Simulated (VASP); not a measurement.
Crystal: BeCd2S3.

```
Be Cd S
1.0
     3.75197    0.00000    0.00000
     0.00000    3.75197    0.00000
     0.00000    0.00000    9.62878
Be Cd S
1 2 3
Direct
  0.50000 0.50000 0.50000
  0.00000 0.00000 0.00000
  0.50000 0.50000 0.00000
  0.00000 0.00000 0.26058
  0.00000 0.00000 0.73942
  0.00000 0.00000 0.50000
```

The cell was built from a structure type or drawn by symmetry, and may not be a known phase.

```yaml
Program: VASP 6.6.1
Task: relaxation of cell and atoms
Functional: PBE
Potentials_or_basis: VASP PAW PBE potentials, release 64 (Be, Cd, S)
Cutoff: 600 eV
k_mesh: 10 × 10 × 4
Occupations: gaussian, width 0.1 eV
Spin: no spin polarisation
```

At the start: pressure 0.6 GPa; volume 22.59 Å³/atom.

How do energy, volume and symmetry change on relaxing?

Over 7 steps the energy falls by 3.0 meV/atom and the volume is 22.69 Å³/atom (+0.4 %); space group P4/mmm (No. 123, to 0.1 Å) before and after.

Step by step:
| step | energy change (eV) | largest force (eV/Å) | pressure (GPa) | volume (Å³) |
| --- | --- | --- | --- | --- |
| 1 | 0.0000 | 0.1615 | 0.56 | 135.55 |
| 2 | -0.0106 | 0.1568 | -0.19 | 137.08 |
| 3 | -0.0109 | 0.1575 | -0.32 | 137.36 |
| 4 | -0.0145 | 0.1195 | -0.17 | 136.78 |
| 5 | -0.0174 | 0.0376 | 0.18 | 135.59 |
| 6 | -0.0175 | 0.0424 | 0.16 | 135.66 |
| 7 | -0.0180 | 0.0057 | 0.00 | 136.13 |

Final structure:
```xyz
6
Lattice="3.7282 0.0000 0.0000 0.0000 3.7282 0.0000 0.0000 0.0000 9.7939" Properties=species:S:1:pos:R:3 pbc="T T T"
Be    1.8641    1.8641    4.8970
Cd    3.7282    3.7282    0.0000
Cd    1.8641    1.8641    0.0000
S     3.7282    0.0000    2.5963
S     0.0000    3.7282    7.1976
S     3.7282    3.7282    4.8970
```
